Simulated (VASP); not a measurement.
Write the native input for VASP 6.6.1 that does the following.

| Quantity | Value |
| --- | --- |
| Task | single point |
| Functional | PBE |
| Dispersion | D3(BJ) |
| Potentials or basis | VASP PAW PBE potentials, release 64 (Cu) |
| Cutoff | 520 eV |
| k mesh | 3 × 3 × 1 |
| Occupations | gaussian, width 0.1 eV |
| Spin | no spin polarisation |
| Dipole correction | no |
| Further INCAR settings | ALGO = Fast; EDIFF = 1e-07; NBANDS = 18 |

The structure of Cu lies in POSCAR:

```
Cu
1.0
    2.3956834010      0.1869853314      0.0027321608
   -1.0359076534      2.0139487954      0.0014408104
    0.0044340082      0.0052599925      4.4798457582
Cu
2
Direct
    0.3333333333      0.6666666667      0.2500000000
    0.6666666667      0.3333333333      0.7500000000
```

The input as run:

INCAR

```
PREC = Accurate
ENCUT = 520
EDIFF = 1E-7
ISMEAR = 0
SIGMA = 0.1
LREAL = False
LASPH = True
NELM = 60
ALGO = Fast
ISIF = 2
LWAVE = False
LCHARG = False
GGA = PE
IVDW = 12
NBANDS = 18
```

KPOINTS

```
regular mesh
0
Gamma
  3 3 1
```

Potentials or basis: VASP PAW PBE potentials, release 64 (Cu).

The run is started by

```bash
$ cat potpaw_PBE.64/Cu/POTCAR > POTCAR
$ mpirun -np 1 vasp_std > vasp.out
```

Results of the run:

| Quantity | Value |
| --- | --- |
| Pressure | 9.0 GPa |
| Largest force | 0.089 eV/Å |
| Band gap on the k mesh | zero (band 11 reaches 11.07 eV, above the bottom of band 12 at 6.66 eV) |
| Dispersion energy per atom | -0.614 eV |

Caveat: the k points lie up to 1.40 Å⁻¹ apart; three body term missing; pairwise dispersion overbinds metals, which lowers pressure and volume.

Wall time 3.9 s on 1 thread of AMD EPYC 7R13 Processor (Zen 3), with other jobs on the host, peak memory 0.1 GiB.
